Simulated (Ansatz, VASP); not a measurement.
## One calculation of SnO2, two programs

```
CELL_PARAMETERS angstrom
4.73735 0.00000 0.00000
0.00000 4.73735 0.00000
0.00000 0.00000 3.21826
ATOMIC_POSITIONS crystal
Sn 0.00000 0.00000 0.00000
Sn 0.50000 0.50000 0.50000
O 0.30562 0.30562 0.00000
O 0.19438 0.80562 0.50000
O 0.69438 0.69438 0.00000
O 0.80562 0.19438 0.50000
```

Change from the starting cell: zz strain of +1 %, crystal datasets.

Alike in both runs: task electric field gradients; functional LDA; k mesh 4 × 4 × 6; occupations fermi-dirac, width 0.03 eV; no spin polarisation.

|  | VASP | Ansatz |
| --- | --- | --- |
| version | VASP 6.6.1 | Ansatz 0.2.0 |
| potentials or method | VASP PAW LDA potentials, release 64 (Sn_d, O), cutoff 520 eV | all-electron PAW with datasets made for the crystal, scalar-relativistic |

Ansatz gave:

```
pressure (GPa)                                                : -3.3
traceless stress, the component that is largest in VASP (GPa) : -1.45
rms of the force components (eV/Å)                            : 0.063
size of Vzz on the site where it differs most (V/Å²)          : 105.2
```

Question: Estimate VASP's values.

Answer: Pressure (GPa): -2.4; traceless stress, the component that is largest in VASP (GPa): -1.21; rms of the force components (eV/Å): 0.055; size of Vzz on the site where it differs most (V/Å²): 106.7.

LDA's correlation is that of Perdew and Zunger in VASP and of Perdew and Wang (1992) in Ansatz. Atom by atom the forces differ by 0.008 eV/Å (rms over components). Ansatz ran all-electron here, and VASP with PAW potentials.
